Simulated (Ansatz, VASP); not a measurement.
Two plane-wave programs on CaB2

```xyz
3
Lattice="3.2264 0.0000 0.0000 -1.6132 2.7942 0.0000 0.0000 0.0000 4.0674" Properties=species:S:1:pos:R:3 pbc="T T T"
Ca    0.0000    0.0000    0.0000
B     0.0000    1.8628    2.0337
B     1.6132    0.9314    2.0337
```

Alike in both runs: task relaxation of cell and atoms; functional PBE; k mesh 18 × 18 × 12; occupations gaussian, width 0.1 eV; no spin polarisation.

```csv
,VASP,Ansatz
version,VASP 6.6.1,Ansatz 0.2.0
potentials or method,"VASP PAW PBE potentials, release 64 (Ca_sv, B), cutoff 600 eV","scalar-relativistic, plane waves, PAW"
valence electrons in the cell,16,16
```

```csv
,VASP,Ansatz,Ansatz less VASP
"gap on the k mesh at the Fermi level, each at its own relaxed structure (eV)",none,none,-
relaxed volume (Å³/atom),12.21,12.18,-0.024
relaxed length of the cell vector where the two differ most in proportion (Å),4.075,4.070,-0.0043
```

A gap of «none» marks a metal or a gap that the smearing closes.
